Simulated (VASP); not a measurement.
A run of VASP 6.6.1 is set up as follows.

File POSCAR:

```
Li3IrF6
1.0
    0.0000000000      3.9639270000      3.9639270000
    3.9639270000      0.0000000000      3.9639270000
    3.9639270000      3.9639270000      0.0000000000
Li Ir F
3 1 6
Direct
    0.7500000000      0.7500000000      0.7500000000
    0.2500000000      0.2500000000      0.2500000000
    0.5000000000      0.5000000000      0.5000000000
    0.0000000000      0.0000000000      0.0000000000
    0.7460960000      0.2539040000      0.2539040000
    0.2539040000      0.2539040000      0.7460960000
    0.2539040000      0.7460960000      0.7460960000
    0.2539040000      0.7460960000      0.2539040000
    0.7460960000      0.2539040000      0.7460960000
    0.7460960000      0.7460960000      0.2539040000
```

INCAR.step1

```
SYSTEM = Li3IrF6
PREC = Accurate ; ENCUT = 650
EDIFF = 1E-6 ; ISMEAR = -1
SIGMA = 0.01 ; LREAL = .FALSE.
LASPH = .TRUE. ; NELM = 120
ALGO = Normal ; ISIF = 2
LWAVE = .FALSE. ; LCHARG = .TRUE.
LMAXMIX = 4 ; GGA = RP
IVDW = 13 ; NBANDS = 45
GGA_COMPAT = .FALSE. ; NEDOS = 2001
LORBIT = 11
```

File KPOINTS.step1:

```
Automatic mesh
0
G
  5 5 5
  0 0 0
```

Contents of INCAR.step2:

```
SYSTEM = Li3IrF6
PREC = Accurate ; ENCUT = 650
EDIFF = 1E-6 ; ISMEAR = -5
SIGMA = 0.01 ; LREAL = .FALSE.
LASPH = .TRUE. ; NELM = 120
ALGO = Normal ; ISIF = 2
LWAVE = .FALSE. ; LCHARG = .FALSE.
LMAXMIX = 4 ; GGA = RP
IVDW = 13 ; LORBIT = 11
NEDOS = 1001 ; ICHARG = 11
GGA_COMPAT = .FALSE.
```

Contents of KPOINTS.step2:

```
Automatic mesh
0
G
  8 8 8
  0 0 0
```

Potentials or basis: VASP PAW PBE potentials, release 64 (Li_sv, Ir_sv_GW, F).

Run with:

```console
$ cat potpaw_PBE.64/Li_sv/POTCAR potpaw_PBE.64/Ir_sv_GW/POTCAR potpaw_PBE.64/F/POTCAR > POTCAR
$ cp INCAR.step1 INCAR
$ cp KPOINTS.step1 KPOINTS
$ mpirun -np 1 vasp_std > vasp.out
$ cp INCAR.step2 INCAR
$ cp KPOINTS.step2 KPOINTS
$ mpirun -np 1 vasp_std > vasp.out
```

Predict the dispersion energy per atom.

-0.208 eV.
